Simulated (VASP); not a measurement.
# BaZrO3 in VASP: notebook

The runs below take BaZrO3 through single point, relaxation of cell and atoms, with PBE.

Program: VASP 6.6.1. These are calculated values, not measurements. Logs are shortened: lines on timing, memory, paths and dates and some standing lists are left out, and cuts for length are marked.

## Step 1: The cell of the first run

It takes space group Pm-3m (No. 221, cubic). Conventional cell: a = 4.212 Å, b = 4.212 Å, c = 4.212 Å, α = 90.00°, β = 90.00°, γ = 90.00°. Within 3.9 Å of Ba (site symmetry m-3m) lie 12 O at 2.98 Å and 8 Zr at 3.65 Å. Zr (site symmetry m-3m) has 6 O at 2.11 Å within 2.8 Å. Within 2.8 Å of O (site symmetry 4/mmm) lie 2 Zr at 2.11 Å.

## Step 2: Single point, PBE

The input, INCAR:

```
  PREC = Accurate
  ENCUT = 520
  EDIFF = 1E-6
  ISMEAR = 0
  SIGMA = 0.1
  LREAL = F
  LASPH = T
  NELM = 80
  ALGO = Normal
  ISIF = 2
  LWAVE = F
  LCHARG = F
  GGA = PE
  NBANDS = 28
```

The input, KPOINTS:

```
regular mesh
0
Gamma
  4 4 4
```

The input, POSCAR:

```
BaZrO3
1.0
    4.2123871500      0.0000000000      0.0000000000
    0.0000000000      4.2123871500      0.0000000000
    0.0000000000      0.0000000000      4.2123871500
Ba Zr O
1 1 3
Direct
    0.0000000000      0.0000000000      0.0000000000
    0.5000000000      0.5000000000      0.5000000000
    0.5000000000      0.0000000000      0.5000000000
    0.5000000000      0.5000000000      0.0000000000
    0.0000000000      0.5000000000      0.5000000000
```

Potentials or basis: VASP PAW PBE potentials, release 64 (Ba_sv, Zr_sv, O).

Started as:

```
$ cat potpaw_PBE.64/Ba_sv/POTCAR potpaw_PBE.64/Zr_sv/POTCAR potpaw_PBE.64/O/POTCAR > POTCAR
$ mpirun -np 1 vasp_std > vasp.out
```

OUTCAR:

```text
PREC = Accurate
   ENCUT = 520
   EDIFF = 1E-6
   ISMEAR = 0
   LREAL = F
   LASPH = T
   NELM = 80
   ISIF = 2
   GGA = PE

 ion  position               nearest neighbor table
   1  0.000  0.000  0.000-   3 2.98   4 2.98   5 2.98   3 2.98   5 2.98   4 2.98   5 2.98   5 2.98
                             3 2.98   4 2.98   3 2.98   4 2.98   2 3.65   2 3.65   2 3.65   2 3.65
   2  0.500  0.500  0.500-   3 2.11   4 2.11   5 2.11   4 2.11   3 2.11   5 2.11   1 3.65   1 3.65
                             1 3.65   1 3.65   1 3.65   1 3.65   1 3.65   1 3.65
   3  0.500  0.000  0.500-   2 2.11   2 2.11   1 2.98   1 2.98   1 2.98   1 2.98
   4  0.500  0.500  0.000-   2 2.11   2 2.11   1 2.98   1 2.98   1 2.98   1 2.98
   5  0.000  0.500  0.500-   2 2.11   2 2.11   1 2.98   1 2.98   1 2.98   1 2.98

  LATTYP: Found a simple cubic cell.
 ALAT       =     4.2123871500

  Lattice vectors:

 A1 = (   4.2123871500,   0.0000000000,   0.0000000000)
 A2 = (   0.0000000000,   4.2123871500,   0.0000000000)
 A3 = (   0.0000000000,   0.0000000000,   4.2123871500)

Analysis of symmetry for initial positions (statically):
=====================================================================
 Subroutine PRICEL returns:
 Original cell was already a primitive cell.

 Routine SETGRP: Setting up the symmetry group for a
 simple cubic supercell.

 Subroutine GETGRP returns: Found 48 space group operations
 (whereof 48 operations were pure point group operations)
 out of a pool of 48 trial point group operations.

The static configuration has the point symmetry O_h .

Analysis of symmetry for dynamics (positions and initial velocities):
=====================================================================
 Subroutine PRICEL returns:
 Original cell was already a primitive cell.

 Routine SETGRP: Setting up the symmetry group for a
 simple cubic supercell.

 Subroutine GETGRP returns: Found 48 space group operations
 (whereof 48 operations were pure point group operations)
 out of a pool of 48 trial point group operations.

The dynamic configuration has the point symmetry O_h .

 Subroutine INISYM returns: Found 48 space group operations
 (whereof 48 operations are pure point group operations),
 and found     1 'primitive' translations

----------------------------------------------------------------------------------------

                                     Primitive cell

  volume of cell :      74.7455

  direct lattice vectors                    reciprocal lattice vectors
     4.212387150  0.000000000  0.000000000     0.237395084  0.000000000  0.000000000
     0.000000000  4.212387150  0.000000000     0.000000000  0.237395084  0.000000000
     0.000000000  0.000000000  4.212387150     0.000000000  0.000000000  0.237395084

  length of vectors
     4.212387150  4.212387150  4.212387150     0.237395084  0.237395084  0.237395084

  position of ions in fractional coordinates (direct lattice)
     0.000000000  0.000000000  0.000000000
     0.500000000  0.500000000  0.500000000
     0.500000000  0.000000000  0.500000000
     0.500000000  0.500000000  0.000000000
     0.000000000  0.500000000  0.500000000

  ion indices of the primitive-cell ions
   primitive index   ion index
                 1           1
                 2           2
                 3           3
                 4           4
                 5           5

----------------------------------------------------------------------------------------

 KPOINTS: regular mesh

Automatic generation of k-mesh.
 Grid dimensions read from file:
 generate k-points for:    4    4    4

 Generating k-lattice:

  Cartesian coordinates                     Fractional coordinates (reciprocal lattice)
     0.059348771  0.000000000  0.000000000     0.250000000  0.000000000  0.000000000
     0.000000000  0.059348771  0.000000000     0.000000000  0.250000000  0.000000000
     0.000000000  0.000000000  0.059348771     0.000000000  0.000000000  0.250000000

  Length of vectors
     0.059348771  0.059348771  0.059348771

  Shift w.r.t. Gamma in fractional coordinates (k-lattice)
     0.000000000  0.000000000  0.000000000

 Subroutine IBZKPT returns following result:
 ===========================================

 Found     10 irreducible k-points:

 Following reciprocal coordinates:
            Coordinates               Weight
  0.000000  0.000000  0.000000      1.000000
  0.250000  0.000000  0.000000      6.000000
  0.500000  0.000000  0.000000      3.000000
  0.250000  0.250000  0.000000     12.000000
  0.500000  0.250000  0.000000     12.000000
  0.500000  0.500000  0.000000      3.000000
  0.250000  0.250000  0.250000      8.000000
  0.500000  0.250000  0.250000     12.000000
  0.500000  0.500000  0.250000      6.000000
  0.500000  0.500000  0.500000      1.000000
   k-points           NKPTS =     10   k-points in BZ     NKDIM =     10   number of bands    NBANDS=     28
   number of dos      NEDOS =    301   number of ions     NIONS =      5
   total plane-waves  NPLWV =  32768
   dimension x,y,z NGX =    32 NGY =   32 NGZ =   32
   dimension x,y,z NGXF=    64 NGYF=   64 NGZF=   64
   ions per type =               1   1   3
   NGX,Y,Z   is equivalent  to a cutoff of  12.63, 12.63, 12.63 a.u.
   NGXF,Y,Z  is equivalent  to a cutoff of  25.26, 25.26, 25.26 a.u.
 SYSTEM =  unknown system
   PREC   = accura    normal or accurate (medium, high low for compatibility)
   ISTART =      0    job   : 0-new  1-cont  2-samecut
   ICHARG =      2    charge: 1-file 2-atom 10-const
   ISPIN  =      1    spin polarized calculation?
   LNONCOLLINEAR =      F non collinear calculations
   LSORBIT =      F    spin-orbit coupling
   LASPH  =      T    aspherical Exc in radial PAW
   ENCUT  =  520.0 eV  38.22 Ry    6.18 a.u.   7.83  7.83  7.83*2*pi/ulx,y,z
   NELM   =     80;   NELMIN=  2; NELMDL= -5     # of ELM steps
   EDIFF  = 0.1E-05   stopping-criterion for ELM
   LREAL  =      F    real-space projection
   EDIFFG = 0.1E-04   stopping-criterion for IOM
   NSW    =      0    number of steps for IOM
   IBRION =     -1    ionic relax: 0-MD 1-quasi-New 2-CG
   NFREE  =      0    steps in history (QN), initial steepest desc. (CG)
   ISIF   =      2    stress and relaxation
   ISYM   =      2    0-nonsym 1-usesym 2-fastsym
   POTIM  = 0.5000    time-step for ionic-motion
   TEBEG  =    0.0;   TEEND  =   0.0 temperature during run
   PSTRESS=    0.0 pullay stress
   NELECT =      40.0000    total number of electrons
   NUPDOWN=      -1.0000    fix difference up-down
   EMIN   =  10.00;   EMAX   =-10.00  energy-range for DOS
   EFERMI =   0.00;   METHOD = LEGACY
   ISMEAR =     0;   SIGMA  =   0.10  broadening in eV -4-tet -1-fermi 0-gaus
   EFERMI_NEDOS =   21; number of points for ismear=-14 and -15
   IALGO  =     38    algorithm
   IMIX   =      4    mixing-type and parameters
     AMIX     =   0.40;   BMIX     =  1.00
     AMIX_MAG =   1.60;   BMIX_MAG =  1.00
  volume/ion in A,a.u.               =      14.95       100.88
  Fermi-wavevector in a.u.,A,eV,Ry     =   1.329127  2.511686 24.035768  1.766579
  Thomas-Fermi vector in A             =   2.458313
   LORBIT       =      0    0 simple, 1 ext, 2 COOP (PROOUT), +10 PAW based schemes
   GGA     = PE    functional components
   LHFCALC =     F    Hartree Fock is set to
   AEXX    =    0.0000 exact exchange contribution
   IVDW    =     0    specifies the selected vdW correction
   LEPSILON=     F    determine dielectric tensor
   LRPA    =     F    only Hartree local field effects (RPA)
 non-spin polarized calculation
 Gauss-broadening in eV      SIGMA  =   0.10
  energy-cutoff  :      520.00
  volume of cell :       74.75
 maximum number of plane-waves:      2040
 NGX is ok and might be reduce to    32
   NGX = 15   NGY = 15   NGZ = 15

 number of electron      39.9999991 magnetization

 Free energy of the ion-electron system (eV)
  ---------------------------------------------------
  ext. energy  EPLUGINS =         0.00000000
  ---------------------------------------------------
  free energy    TOTEN  =       -41.70411173 eV

  energy without entropy =      -41.70411173  energy(sigma->0) =      -41.70411173

 E-fermi :   4.2329     XC(G=0): -10.6955

 val. band max:        3.6854778089   @ k =   0.5000   0.5000   0.5000
 cond. band min:       6.8352855886   @ k =   0.0000   0.0000   0.0000
 fundamental gap:      3.1498077797
 Fermi energy:         4.2329091505

 k-point     1 :       0.0000    0.0000    0.0000
  band No.  band energies     occupation
      1     -43.4380      2.00000
      2     -21.6790      2.00000
      3     -21.5781      2.00000
      4     -21.5781      2.00000
      5     -21.5781      2.00000
      6     -12.6605      2.00000
[... 20 lines left out ...]
     27      10.9668      0.00000
     28      10.9668      0.00000

 k-point     2 :       0.2500    0.0000    0.0000
  band No.  band energies     occupation
      1     -43.4364      2.00000
      2     -21.8291      2.00000
      3     -21.5749      2.00000
      4     -21.5749      2.00000
      5     -21.5168      2.00000
      6     -12.7056      2.00000
[... 20 lines left out ...]
     27      10.9664      0.00000
     28      11.4987      0.00000

 k-point     3 :       0.5000    0.0000    0.0000
  band No.  band energies     occupation
      1     -43.4349      2.00000
      2     -21.9475      2.00000
      3     -21.5718      2.00000
      4     -21.5718      2.00000
      5     -21.4814      2.00000
      6     -12.8135      2.00000
[... 20 lines left out ...]
     27      10.9447      0.00000
     28      12.1038      0.00000

 k-point     4 :       0.2500    0.2500    0.0000
  band No.  band energies     occupation
      1     -43.4349      2.00000
      2     -21.8192      2.00000
      3     -21.6935      2.00000
      4     -21.5719      2.00000
      5     -21.5024      2.00000
      6     -12.5930      2.00000
[... 144 lines left out ...]
     27      11.2268      0.00000
     28      12.3585      0.00000

 k-point     9 :       0.5000    0.5000    0.2500
  band No.  band energies     occupation
      1     -43.4303      2.00000
      2     -21.7993      2.00000
      3     -21.7993      2.00000
      4     -21.6834      2.00000
      5     -21.5757      2.00000
      6     -12.0133      2.00000
[... 20 lines left out ...]
     27      11.7092      0.00000
     28      12.9689      0.00000

 k-point    10 :       0.5000    0.5000    0.5000
  band No.  band energies     occupation
      1     -43.4288      2.00000
      2     -21.7949      2.00000
      3     -21.7949      2.00000
      4     -21.7949      2.00000
      5     -21.5588      2.00000
      6     -11.4889      2.00000
[... 20 lines left out ...]
     27      12.7287      0.00000
     28      12.7287      0.00000

------------------------ aborting loop because EDIFF is reached ----------------------------------------

  FORCE on cell =-STRESS in cart. coord.  units (eV):
  Direction    XX          YY          ZZ          XY          YZ          ZX
  --------------------------------------------------------------------------------------
  -------------------------------------------------------------------------------------
  Total        1.2209743      1.2209743      1.2209743      0.0000000      0.0000000     -0.0000000
  in kB       26.1717211     26.1717211     26.1717211      0.0000000      0.0000000     -0.0000000
  external PRESSURE =      26.1717211 kB  Pullay stress =       0.0000000 kB

 VOLUME and BASIS-vectors are now :
 -----------------------------------------------------------------------------
  energy-cutoff  :      520.00
  volume of cell :       74.75
      direct lattice vectors                 reciprocal lattice vectors
     4.212387150  0.000000000  0.000000000     0.237395084  0.000000000  0.000000000
     0.000000000  4.212387150  0.000000000     0.000000000  0.237395084  0.000000000
     0.000000000  0.000000000  4.212387150     0.000000000  0.000000000  0.237395084

 POSITION                                       TOTAL-FORCE (eV/Angst)
 -----------------------------------------------------------------------------------
      0.00000      0.00000      0.00000         0.000000      0.000000      0.000000
      2.10619      2.10619      2.10619         0.000000      0.000000      0.000000
      2.10619      0.00000      2.10619         0.000000      0.000000      0.000000
      2.10619      2.10619      0.00000         0.000000      0.000000      0.000000
      0.00000      2.10619      2.10619         0.000000      0.000000      0.000000
 -----------------------------------------------------------------------------------
    total drift:                                0.000000     -0.000000     -0.000000

  FREE ENERGIE OF THE ION-ELECTRON SYSTEM (eV)
  ---------------------------------------------------
  free  energy   TOTEN  =       -41.7041117316 eV

  energy  without entropy=      -41.7041117316  energy(sigma->0) =      -41.70411173
```

Wall time 8 s (1 thread of Intel Xeon 6975P-C (Granite Rapids), shared host); peak memory 0.18 GiB.

Results:

```yaml
Free_energy: -41.7041 eV
Pressure: 2.6 GPa
Band_gap_on_the_k_mesh: 3.15 eV, indirect (least direct gap 3.39 eV)
```

Caveat: spin-orbit coupling is left out, which moves the levels of the heavy elements. A k mesh can miss the band edges.

## Step 3: Single point, PBE

This run uses another cell than the first one, of 15.10 Å³/atom, 1.010 times its volume.

The input, INCAR:

```
SYSTEM = BaZrO3
PREC = Accurate
ENCUT = 520
EDIFF = 1E-6
ISMEAR = 0
SIGMA = 0.1
LREAL = .FALSE.
LASPH = .TRUE.
NELM = 100
ALGO = Normal
ISIF = 2
LWAVE = .FALSE.
LCHARG = .FALSE.
GGA = PE
NBANDS = 28
```

The input, KPOINTS:

```
Automatic mesh
0
G
  4 4 4
  0 0 0
```

The input, POSCAR:

```
BaZrO3
1.0
    4.2268117978      0.0000000000      0.0000000000
    0.0000000000      4.2268117978      0.0000000000
    0.0000000000      0.0000000000      4.2268117978
Ba Zr O
1 1 3
Direct
    0.0000000000      0.0000000000      0.0000000000
    0.5000000000      0.5000000000      0.5000000000
    0.5000000000      0.0000000000      0.5000000000
    0.5000000000      0.5000000000      1.0000000000
    1.0000000000      0.5000000000      0.5000000000
```

Potentials or basis: VASP PAW PBE potentials, release 64 (Ba_sv, Zr_sv, O).

Started as:

```
$ cat potpaw_PBE.64/Ba_sv/POTCAR potpaw_PBE.64/Zr_sv/POTCAR potpaw_PBE.64/O/POTCAR > POTCAR
$ mpirun -np 1 vasp_std > vasp.out
```

OUTCAR:

```text
SYSTEM = BaZrO3
   PREC = Accurate
   ENCUT = 520
   EDIFF = 1E-6
   ISMEAR = 0
   LREAL = .FALSE.
   LASPH = .TRUE.
   NELM = 100
   ISIF = 2
   GGA = PE

 ion  position               nearest neighbor table
   1  0.000  0.000  0.000-   3 2.99   4 2.99   5 2.99   3 2.99   5 2.99   4 2.99   5 2.99   5 2.99
                             3 2.99   4 2.99   3 2.99   4 2.99   2 3.66   2 3.66   2 3.66   2 3.66
   2  0.500  0.500  0.500-   3 2.11   4 2.11   5 2.11   4 2.11   3 2.11   5 2.11   1 3.66   1 3.66
                             1 3.66   1 3.66   1 3.66   1 3.66   1 3.66   1 3.66
[... 501 lines left out ...]
  -------------------------------------------------------------------------------------
  Total        0.4738370      0.4738370      0.4738370      0.0000000      0.0000000     -0.0000000
  in kB       10.0531185     10.0531185     10.0531185      0.0000000      0.0000000     -0.0000000
  external PRESSURE =      10.0531185 kB  Pullay stress =       0.0000000 kB

 VOLUME and BASIS-vectors are now :
 -----------------------------------------------------------------------------
  energy-cutoff  :      520.00
  volume of cell :       75.52
      direct lattice vectors                 reciprocal lattice vectors
     4.226811798  0.000000000  0.000000000     0.236584936  0.000000000  0.000000000
     0.000000000  4.226811798  0.000000000     0.000000000  0.236584936  0.000000000
     0.000000000  0.000000000  4.226811798     0.000000000  0.000000000  0.236584936

 POSITION                                       TOTAL-FORCE (eV/Angst)
 -----------------------------------------------------------------------------------
      0.00000      0.00000      0.00000         0.000000      0.000000      0.000000
      2.11341      2.11341      2.11341         0.000000      0.000000      0.000000
      2.11341      0.00000      2.11341         0.000000      0.000000      0.000000
      2.11341      2.11341      0.00000         0.000000      0.000000      0.000000
      0.00000      2.11341      2.11341         0.000000      0.000000      0.000000
 -----------------------------------------------------------------------------------
    total drift:                                0.000000     -0.000000     -0.000000

  FREE ENERGIE OF THE ION-ELECTRON SYSTEM (eV)
  ---------------------------------------------------
  free  energy   TOTEN  =       -41.7135550770 eV

  energy  without entropy=      -41.7135550770  energy(sigma->0) =      -41.71355508
```

OSZICAR:

```text
N       E                     dE             d eps       ncg     rms          rms(c)
DAV:   1     0.308066254899E+03    0.30807E+03   -0.21936E+04   560   0.140E+03
DAV:   2    -0.287557317824E+02   -0.33682E+03   -0.32672E+03   700   0.351E+02
DAV:   3    -0.487474466962E+02   -0.19992E+02   -0.19908E+02   848   0.807E+01
DAV:   4    -0.493592595658E+02   -0.61181E+00   -0.61052E+00   780   0.110E+01
DAV:   5    -0.493680509567E+02   -0.87914E-02   -0.87906E-02   756   0.116E+00    0.275E+01
DAV:   6    -0.418322074592E+02    0.75358E+01   -0.39899E+01   656   0.379E+01    0.121E+01
DAV:   7    -0.417311397260E+02    0.10107E+00   -0.28581E+00   804   0.905E+00    0.732E+00
DAV:   8    -0.417149149626E+02    0.16225E-01   -0.34883E-01   644   0.418E+00    0.677E-01
DAV:   9    -0.417121598320E+02    0.27551E-02   -0.57177E-02   776   0.129E+00    0.500E-01
DAV:  10    -0.417139134373E+02   -0.17536E-02   -0.15949E-02   756   0.101E+00    0.239E-01
DAV:  11    -0.417134950426E+02    0.41839E-03   -0.20587E-03   688   0.353E-01    0.393E-02
DAV:  12    -0.417135595627E+02   -0.64520E-04   -0.18904E-04   692   0.918E-02    0.420E-02
DAV:  13    -0.417135546599E+02    0.49028E-05   -0.33133E-05   744   0.383E-02    0.541E-03
DAV:  14    -0.417135550770E+02   -0.41711E-06   -0.55268E-06   668   0.170E-02
   1 F= -.41713555E+02 E0= -.41713555E+02  d E =-.367253E-12
```

stdout:

```text
POSCAR found type information on POSCAR BaZrO
 POSCAR found :  3 types and       5 ions
 scaLAPACK will be used
 LDA part: xc-table for (Slater+PW92), standard interpolation
 POSCAR, INCAR and KPOINTS ok, starting setup
 FFT: planning ... GRIDC
 FFT: planning ... GRID_SOFT
 FFT: planning ... GRID
 WAVECAR not read
 entering main loop
```

It took 8.2 s on 1 thread of Intel Xeon 6975P-C (Granite Rapids), shared host; peak memory 0.18 GiB.

Results:

| Quantity | Value |
| --- | --- |
| Free energy | -41.7136 eV |
| Pressure | 1.0 GPa |
| Band gap on the k mesh | 3.13 eV, indirect (least direct gap 3.38 eV) |

Caveat: spin-orbit coupling is left out, which moves the levels of the heavy elements. A k mesh can miss the band edges.

(Continued in part 2 of 2.)
